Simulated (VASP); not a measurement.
# WSe2 (P6_3/mmc) in VASP: a series of runs

The runs below take WSe2 through single point, with PBEsol.

Program: VASP 6.6.1. These are calculated values, not measurements. Logs are shortened: lines on timing, memory, paths and dates and some standing lists are left out, and cuts for length are marked.

## Step 1: The cell of the first run

It takes space group P6_3/mmc (No. 194, hexagonal). Conventional cell: a = 3.300 Å, b = 3.300 Å, c = 13.149 Å, α = 90.00°, β = 90.00°, γ = 120.00°. Within 3.3 Å of W (site symmetry -6m2) lie 6 Se at 2.53 Å and 6 W at 3.30 Å. Within 3.3 Å of Se (site symmetry 3m) lie 3 W at 2.53 Å and 6 Se at 3.30 Å.

## Step 2: Single point, PBEsol

The input, INCAR:

```
PREC = Accurate
ENCUT = 520
EDIFF = 1E-6
ISMEAR = 0
SIGMA = 0.01
LREAL = F
LASPH = T
NELM = 80
ALGO = Normal
ISIF = 2
LWAVE = F
LCHARG = F
GGA = PS
NBANDS = 35
```

The input, KPOINTS:

```
Automatic mesh
0
Gamma
  6 6 2
```

The input, POSCAR:

```
WSe2
1.0
    3.2996683534      0.0000000000      0.0000000000
   -1.6498341767      2.8575966181      0.0000000000
    0.0000000000      0.0000000000     13.1485346418
W Se
2 4
Direct
    0.6666666667      0.3333333333      0.7500000000
    0.3333333333      0.6666666667      0.2500000000
    0.3333333333      0.6666666667      0.8766615397
    0.6666666667      0.3333333333      0.3766615397
    0.3333333333      0.6666666667      0.6233384603
    0.6666666667      0.3333333333      0.1233384603
```

Potentials or basis: VASP PAW PBE potentials, release 64 (W_sv, Se).

Command:

```bash
cat potpaw_PBE.64/W_sv/POTCAR potpaw_PBE.64/Se/POTCAR > POTCAR
mpirun -np 1 vasp_std > vasp.out
```

OUTCAR:

```text
PREC = Accurate
   ENCUT = 520
   EDIFF = 1E-6
   ISMEAR = 0
   LREAL = F
   LASPH = T
   NELM = 80
   ISIF = 2
   GGA = PS

 ion  position               nearest neighbor table
   1  0.667  0.333  0.750-   3 2.53   5 2.53   3 2.53   5 2.53   3 2.53   5 2.53
   2  0.333  0.667  0.250-   4 2.53   6 2.53   4 2.53   6 2.53   4 2.53   6 2.53
   3  0.333  0.667  0.877-   1 2.53   1 2.53   1 2.53
   4  0.667  0.333  0.377-   2 2.53   2 2.53   2 2.53
   5  0.333  0.667  0.623-   1 2.53   1 2.53   1 2.53
   6  0.667  0.333  0.123-   2 2.53   2 2.53   2 2.53

  LATTYP: Found a hexagonal cell.
 ALAT       =     3.2996683534
 C/A-ratio  =     3.9848049057

  Lattice vectors:

 A1 = (   3.2996683534,   0.0000000000,   0.0000000000)
 A2 = (  -1.6498341767,   2.8575966181,   0.0000000000)
 A3 = (   0.0000000000,   0.0000000000,  13.1485346418)

Analysis of symmetry for initial positions (statically):
=====================================================================
 Subroutine PRICEL returns:
 Original cell was already a primitive cell.

 Routine SETGRP: Setting up the symmetry group for a
 hexagonal supercell.

 Subroutine GETGRP returns: Found 24 space group operations
 (whereof 12 operations were pure point group operations)
 out of a pool of 24 trial point group operations.

The static configuration has the point symmetry D_3d.
 The point group associated with its full space group is D_6h.

Analysis of symmetry for dynamics (positions and initial velocities):
=====================================================================
 Subroutine PRICEL returns:
 Original cell was already a primitive cell.

 Routine SETGRP: Setting up the symmetry group for a
 hexagonal supercell.

 Subroutine GETGRP returns: Found 24 space group operations
 (whereof 12 operations were pure point group operations)
 out of a pool of 24 trial point group operations.

The dynamic configuration has the point symmetry D_3d.
 The point group associated with its full space group is D_6h.

 Subroutine INISYM returns: Found 24 space group operations
 (whereof 12 operations are pure point group operations),
 and found     1 'primitive' translations

----------------------------------------------------------------------------------------

                                     Primitive cell

  volume of cell :     123.9791

  direct lattice vectors                    reciprocal lattice vectors
     3.299668353  0.000000000  0.000000000     0.303060760  0.174972212  0.000000000
    -1.649834177  2.857596618  0.000000000     0.000000000  0.349944423  0.000000000
     0.000000000  0.000000000 13.148534642     0.000000000  0.000000000  0.076054102

  length of vectors
     3.299668353  3.299668353 13.148534642     0.349944423  0.349944423  0.076054102

  position of ions in fractional coordinates (direct lattice)
     0.666666667  0.333333333  0.750000000
     0.333333333  0.666666667  0.250000000
     0.333333333  0.666666667  0.876661540
     0.666666667  0.333333333  0.376661540
     0.333333333  0.666666667  0.623338460
     0.666666667  0.333333333  0.123338460

  ion indices of the primitive-cell ions
   primitive index   ion index
                 1           1
                 2           2
                 3           3
                 4           4
                 5           5
                 6           6

----------------------------------------------------------------------------------------

 KPOINTS: Automatic mesh

Automatic generation of k-mesh.
 Grid dimensions read from file:
 generate k-points for:    6    6    2

 Generating k-lattice:

  Cartesian coordinates                     Fractional coordinates (reciprocal lattice)
     0.050510127  0.029162035  0.000000000     0.166666667  0.000000000  0.000000000
     0.000000000  0.058324071  0.000000000     0.000000000  0.166666667  0.000000000
     0.000000000  0.000000000  0.038027051     0.000000000  0.000000000  0.500000000

  Length of vectors
     0.058324071  0.058324071  0.038027051

  Shift w.r.t. Gamma in fractional coordinates (k-lattice)
     0.000000000  0.000000000  0.000000000

 Subroutine IBZKPT returns following result:
 ===========================================

 Found     14 irreducible k-points:

 Following reciprocal coordinates:
            Coordinates               Weight
  0.000000  0.000000  0.000000      1.000000
  0.166667  0.000000  0.000000      6.000000
  0.333333  0.000000  0.000000      6.000000
  0.500000  0.000000  0.000000      3.000000
  0.166667  0.166667  0.000000      6.000000
  0.333333  0.166667  0.000000     12.000000
  0.333333  0.333333  0.000000      2.000000
  0.000000  0.000000  0.500000      1.000000
  0.166667  0.000000  0.500000      6.000000
  0.333333  0.000000  0.500000      6.000000
  0.500000  0.000000  0.500000      3.000000
  0.166667  0.166667  0.500000      6.000000
  0.333333  0.166667  0.500000     12.000000
  0.333333  0.333333  0.500000      2.000000
   k-points           NKPTS =     14   k-points in BZ     NKDIM =     14   number of bands    NBANDS=     35
   number of dos      NEDOS =    301   number of ions     NIONS =      6
   total plane-waves  NPLWV =  76832
   dimension x,y,z NGX =    28 NGY =   28 NGZ =   98
   dimension x,y,z NGXF=    56 NGYF=   56 NGZF=  196
   ions per type =               2   4
   NGX,Y,Z   is equivalent  to a cutoff of  14.11, 14.11, 12.39 a.u.
   NGXF,Y,Z  is equivalent  to a cutoff of  28.21, 28.21, 24.78 a.u.
 SYSTEM =  unknown system
   PREC   = accura    normal or accurate (medium, high low for compatibility)
   ISTART =      0    job   : 0-new  1-cont  2-samecut
   ICHARG =      2    charge: 1-file 2-atom 10-const
   ISPIN  =      1    spin polarized calculation?
   LNONCOLLINEAR =      F non collinear calculations
   LSORBIT =      F    spin-orbit coupling
   LASPH  =      T    aspherical Exc in radial PAW
   ENCUT  =  520.0 eV  38.22 Ry    6.18 a.u.   6.14  6.14 24.45*2*pi/ulx,y,z
   NELM   =     80;   NELMIN=  2; NELMDL= -5     # of ELM steps
   EDIFF  = 0.1E-05   stopping-criterion for ELM
   LREAL  =      F    real-space projection
   EDIFFG = 0.1E-04   stopping-criterion for IOM
   NSW    =      0    number of steps for IOM
   IBRION =     -1    ionic relax: 0-MD 1-quasi-New 2-CG
   NFREE  =      0    steps in history (QN), initial steepest desc. (CG)
   ISIF   =      2    stress and relaxation
   ISYM   =      2    0-nonsym 1-usesym 2-fastsym
   POTIM  = 0.5000    time-step for ionic-motion
   TEBEG  =    0.0;   TEEND  =   0.0 temperature during run
   PSTRESS=    0.0 pullay stress
   NELECT =      52.0000    total number of electrons
   NUPDOWN=      -1.0000    fix difference up-down
   EMIN   =  10.00;   EMAX   =-10.00  energy-range for DOS
   EFERMI =   0.00;   METHOD = LEGACY
   ISMEAR =     0;   SIGMA  =   0.01  broadening in eV -4-tet -1-fermi 0-gaus
   EFERMI_NEDOS =   21; number of points for ismear=-14 and -15
   IALGO  =     38    algorithm
   IMIX   =      4    mixing-type and parameters
     AMIX     =   0.40;   BMIX     =  1.00
     AMIX_MAG =   1.60;   BMIX_MAG =  1.00
  volume/ion in A,a.u.               =      20.66       139.44
  Fermi-wavevector in a.u.,A,eV,Ry     =   1.225443  2.315751 20.432010  1.501710
  Thomas-Fermi vector in A             =   2.360481
   LORBIT       =      0    0 simple, 1 ext, 2 COOP (PROOUT), +10 PAW based schemes
   GGA     = PS    functional components
   LHFCALC =     F    Hartree Fock is set to
   AEXX    =    0.0000 exact exchange contribution
   IVDW    =     0    specifies the selected vdW correction
   LEPSILON=     F    determine dielectric tensor
   LRPA    =     F    only Hartree local field effects (RPA)
 non-spin polarized calculation
 Gauss-broadening in eV      SIGMA  =   0.01
  energy-cutoff  :      520.00
  volume of cell :      123.98
 maximum number of plane-waves:      3378
 NGX is ok and might be reduce to    28
   NGX = 13   NGY = 13   NGZ = 49

 number of electron      51.9999996 magnetization

 Free energy of the ion-electron system (eV)
  ---------------------------------------------------
  ext. energy  EPLUGINS =         0.00000000
  ---------------------------------------------------
  free energy    TOTEN  =       -46.53698952 eV

  energy without entropy =      -46.53698952  energy(sigma->0) =      -46.53698952

 E-fermi :   5.9879     XC(G=0): -10.7801

 val. band max:        5.8992303412   @ k =   0.0000   0.0000   0.0000
 cond. band min:       6.9033763380   @ k =   0.1667   0.1667   0.0000
 fundamental gap:      1.0041459967
 Fermi energy:         5.9878870491

 k-point     1 :       0.0000    0.0000    0.0000
  band No.  band energies     occupation
      1     -68.3797      2.00000
      2     -68.3796      2.00000
      3     -32.6265      2.00000
      4     -32.6265      2.00000
      5     -32.5010      2.00000
      6     -32.5010      2.00000
[... 27 lines left out ...]
     34       8.8540      0.00000
     35      10.2467      0.00000

 k-point     2 :       0.1667    0.0000    0.0000
  band No.  band energies     occupation
      1     -68.3772      2.00000
      2     -68.3771      2.00000
      3     -32.6155      2.00000
      4     -32.6155      2.00000
      5     -32.5586      2.00000
      6     -32.5586      2.00000
[... 27 lines left out ...]
     34       9.2435      0.00000
     35      11.8215      0.00000

 k-point     3 :       0.3333    0.0000    0.0000
  band No.  band energies     occupation
      1     -68.3722      2.00000
      2     -68.3722      2.00000
      3     -32.6720      2.00000
      4     -32.6720      2.00000
      5     -32.5933      2.00000
      6     -32.5933      2.00000
[... 27 lines left out ...]
     34      10.0482      0.00000
     35      11.2490      0.00000
[... 343 lines left out ...]
 k-point    13 :       0.3333    0.1667    0.5000
  band No.  band energies     occupation
      1     -68.3697      2.00000
      2     -68.3697      2.00000
      3     -32.6995      2.00000
      4     -32.6995      2.00000
      5     -32.5839      2.00000
      6     -32.5839      2.00000
[... 27 lines left out ...]
     34       9.9698      0.00000
     35      11.3387      0.00000

 k-point    14 :       0.3333    0.3333    0.5000
  band No.  band energies     occupation
      1     -68.3685      2.00000
      2     -68.3685      2.00000
      3     -32.6715      2.00000
      4     -32.6715      2.00000
      5     -32.6472      2.00000
      6     -32.6472      2.00000
[... 27 lines left out ...]
     34      10.2687      0.00000
     35      11.9707      0.00000

------------------------ aborting loop because EDIFF is reached ----------------------------------------

  FORCE on cell =-STRESS in cart. coord.  units (eV):
  Direction    XX          YY          ZZ          XY          YZ          ZX
  --------------------------------------------------------------------------------------
  -------------------------------------------------------------------------------------
  Total       -1.3135361     -1.3135361      0.1791477      0.0000000     -0.0000000      0.0000000
  in kB      -16.9747749    -16.9747749      2.3151190      0.0000000     -0.0000000      0.0000000
  external PRESSURE =     -10.5448103 kB  Pullay stress =       0.0000000 kB

 VOLUME and BASIS-vectors are now :
 -----------------------------------------------------------------------------
  energy-cutoff  :      520.00
  volume of cell :      123.98
      direct lattice vectors                 reciprocal lattice vectors
     3.299668353  0.000000000  0.000000000     0.303060760  0.174972212  0.000000000
    -1.649834177  2.857596618  0.000000000     0.000000000  0.349944423  0.000000000
     0.000000000  0.000000000 13.148534642     0.000000000  0.000000000  0.076054102

 POSITION                                       TOTAL-FORCE (eV/Angst)
 -----------------------------------------------------------------------------------
      1.64983      0.95253      9.86140         0.000000      0.000000      0.000000
     -0.00000      1.90506      3.28713        -0.000000     -0.000000      0.000000
     -0.00000      1.90506     11.52681        -0.000000      0.000000      0.024588
      1.64983      0.95253      4.95255         0.000000     -0.000000      0.024588
     -0.00000      1.90506      8.19599         0.000000      0.000000     -0.024588
      1.64983      0.95253      1.62172        -0.000000     -0.000000     -0.024588
 -----------------------------------------------------------------------------------
    total drift:                                0.000000     -0.000000      0.000000

  FREE ENERGIE OF THE ION-ELECTRON SYSTEM (eV)
  ---------------------------------------------------
  free  energy   TOTEN  =       -46.5369895217 eV

  energy  without entropy=      -46.5369895217  energy(sigma->0) =      -46.53698952
```

Wall time 35 s (1 thread of Intel Xeon 6975P-C (Granite Rapids), shared host); peak memory 0.27 GiB.

What came out:

- Free energy: -46.5370 eV
- Pressure: -1.1 GPa
- Largest force: 0.025 eV/Å
- Band gap on the k mesh: 1.00 eV, indirect (least direct gap 1.48 eV)

Forces on the atoms (eV/Å):
```
W    0.000  0.000  0.000
W    0.000  0.000  0.000
Se   0.000  0.000  0.025
Se   0.000  0.000  0.025
Se   0.000  0.000 -0.025
Se   0.000  0.000 -0.025
```

Caveat: the PAW data sets were made with another functional, which shifts forces and pressure a little; spin-orbit coupling is left out, which moves the levels of the heavy elements; this functional lacks dispersion, which binds the layers, so the pressure and a relaxed spacing across them are unreliable. A k mesh can miss the band edges.

## Step 3: Single point, PBEsol

The input, INCAR:

```
PREC     = Accurate       # precision mode
ENCUT    = 520            # plane-wave cutoff, eV
EDIFF    = 1E-7           # SCF threshold, eV
ISMEAR   = 0              # smearing method
SIGMA    = 0.2            # smearing width, eV
LREAL    = F              # projectors in reciprocal space
LASPH    = T              # aspherical terms in the spheres
NELM     = 80             # most SCF steps
ALGO     = Normal         # electronic algorithm
ISIF     = 2              # what is computed and relaxed
LWAVE    = F              # write WAVECAR
LCHARG   = F              # write CHGCAR
GGA      = PS             # functional
NBANDS   = 35             # bands
```

The input, KPOINTS:

```
regular mesh
0
Gamma
  6 6 2
```

POSCAR is that of step 2.

Potentials or basis: VASP PAW PBE potentials, release 64 (W_sv, Se).

Command:

```bash
cat potpaw_PBE.64/W_sv/POTCAR potpaw_PBE.64/Se/POTCAR > POTCAR
mpirun -np 1 vasp_std > vasp.out
```

Run time: 42 s. Hardware: 1 thread of Intel Xeon 6975P-C (Granite Rapids), shared host; peak memory 0.27 GiB.

The run converged. Its results:

| Item | Value |
| --- | --- |
| Free energy | -46.5370 eV |
| Pressure | -1.1 GPa |
| Largest force | 0.024 eV/Å |
| Band gap on the k mesh | 1.00 eV, indirect (least direct gap 1.48 eV) |

Forces in eV/Å, atoms in the order of the input:
```
W    0.000  0.000  0.000
W    0.000  0.000  0.000
Se   0.000  0.000  0.024
Se   0.000  0.000  0.024
Se   0.000  0.000 -0.024
Se   0.000  0.000 -0.024
```

Stress tensor (GPa, compression positive):
```
-1.70  0.00  0.00
 0.00 -1.70  0.00
 0.00  0.00  0.24
```

Levels at points of the mesh, in eV from the valence-band top:
| k point | band 23 | band 24 | band 25 | band 26 | band 27 | band 28 | band 29 | band 30 |
| --- | --- | --- | --- | --- | --- | --- | --- | --- |
| (0.00, 0.00, 0.00) | -1.53 | -1.13 | -1.05 | 0.00 | 2.64 | 2.64 | 2.68 | 2.68 |
| (0.50, 0.00, 0.00) | -1.40 | -1.34 | -1.27 | -1.14 | 2.09 | 2.13 | 2.31 | 2.61 |
| (0.00, 0.00, 0.50) | -1.55 | -1.55 | -0.22 | -0.22 | 2.65 | 2.65 | 2.65 | 2.65 |
| (0.50, 0.00, 0.50) | -1.32 | -1.32 | -1.24 | -1.24 | 2.11 | 2.11 | 2.49 | 2.49 |

Caveat: the PAW data sets were made with another functional, which shifts forces and pressure a little; spin-orbit coupling is left out, which moves the levels of the heavy elements; this functional lacks dispersion, which binds the layers, so the pressure and a relaxed spacing across them are unreliable. Expect the measured gap to be larger: semilocal functionals such as PBEsol lack the derivative discontinuity.

(Part 1 of 2 ends here.)
